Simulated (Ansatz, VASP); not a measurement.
**BeS in VASP and in Ansatz**

```
Be S
1.0
     0.00000    2.31730    2.31730
     2.31730    0.00000    2.31730
     2.31730    2.31730    0.00000
Be S
1 1
Direct
  0.00000 0.00000 0.00000
  0.50000 0.50000 0.50000
```

Alike in both runs: task single point; functional PBEsol; k mesh 6 × 6 × 6; occupations methfessel-paxton of order 1, width 0.2 eV; no spin polarisation.

|  | VASP | Ansatz |
| --- | --- | --- |
| version | VASP 6.6.1 | Ansatz 0.2.0 |
| potentials or method | VASP PAW PBE potentials, release 64 (Be, S) | plane waves |
| plane-wave cutoff (eV) | 600 | 420 |
| valence electrons in the cell | 8 | 8 |

|  | VASP | Ansatz | Ansatz less VASP |
| --- | --- | --- | --- |
| pressure (GPa) | -2.8 | -2.9 | -0.14 |

VASP's potentials were made for PBE, not for PBEsol.
